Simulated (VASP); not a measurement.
Here is a VASP 6.6.1 calculation.

File INCAR:

```
SYSTEM = Au
PREC = Accurate
ENCUT = 520
EDIFF = 1E-6
ISMEAR = 1
SIGMA = 0.15
LREAL = .False.
LASPH = .True.
NELM = 150
ALGO = Normal
ISIF = 2
LWAVE = .False.
LCHARG = .False.
MAGMOM = 0 0 0
LORBIT = 11
LSORBIT = .True.
GGA_COMPAT = .False.
LORBMOM = .True.
LMAXMIX = 4
GGA = PS
NBANDS = 22
```

Contents of KPOINTS:

```
Automatic mesh
0
Gamma
  11 11 11
  0 0 0
```

POSCAR

```
Au
1.0
    0.0000000000      2.0350000000      2.0350000000
    2.0350000000      0.0000000000      2.0350000000
    2.0350000000      2.0350000000      0.0000000000
Au
1
Direct
    0.0000000000      0.0000000000      0.0000000000
```

Potentials or basis: VASP PAW PBE potentials, release 64 (Au).

The run is started by

```console
$ cat potpaw_PBE.64/Au/POTCAR > POTCAR
$ mpirun -np 1 vasp_ncl > vasp.out
```

Q: Estimate the net moment.

A: 0.00 μB per cell.

Q: Estimate the pressure.

A: 0.3 GPa.

Moments on the atoms (μB; x, y, z):
```
Au  0.00 0.00 0.00
```

Caveat: the PAW data sets were made with another functional, which shifts forces and pressure a little.
